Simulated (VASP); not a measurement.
InAs: single point with LDA

Crystal: InAs.

```
In As
1.0
     0.00000    2.81975    2.99594
     2.81975    0.00000    2.99594
     2.81975    2.81975    0.00000
In As
1 1
Direct
  0.50000 0.50000 0.50000
  0.00000 0.00000 0.00000
```

- Program: VASP 6.6.1
- Task: single point
- Functional: LDA
- Potentials or basis: VASP PAW LDA potentials, release 64 (In_d, As)
- Cutoff: 520 eV
- k mesh: 6 × 6 × 6
- Occupations: gaussian, width 0.05 eV
- Spin: no spin polarisation
- Dipole correction: no
- Further INCAR settings: ALGO = Normal; EDIFF = 1e-07; NBANDS = 16

```
Pressure               : -4.6 GPa
Band gap on the k mesh : zero (band 9 reaches 6.15 eV, above the bottom of band 10 at 3.68 eV)
```

Stress tensor (GPa, compression positive):
```
-3.24  0.00  0.00
 0.00 -3.24  0.00
 0.00  0.00 -7.31
```

Levels at points of the mesh, in eV from the Fermi level:
```tsv
k point	band 5	band 6	band 7	band 8	band 9	band 10	band 11	band 12	band 13	band 14
(0.00, 0.00, 0.00)	-14.28	-12.17	-0.85	-0.46	-0.46	0.13	6.23	6.92	7.34	7.34
(0.50, 0.00, 0.00)	-14.23	-10.52	-6.63	0.00	0.29	1.91	3.06	3.40	4.33	10.50
(0.50, 0.50, 0.00)	-14.21	-9.95	-4.71	-2.75	-2.13	-2.13	4.04	9.21	9.21	9.42
(0.50, 0.00, 0.50)	-14.21	-9.48	-4.77	-3.25	-2.71	-1.99	3.79	8.03	9.82	9.98
```

It took 32 s on 1 thread of Intel Xeon 8259CL (shared host), peak memory 0.16 GiB.

Caveat: spin-orbit coupling is left out, which moves the levels of the heavy elements.
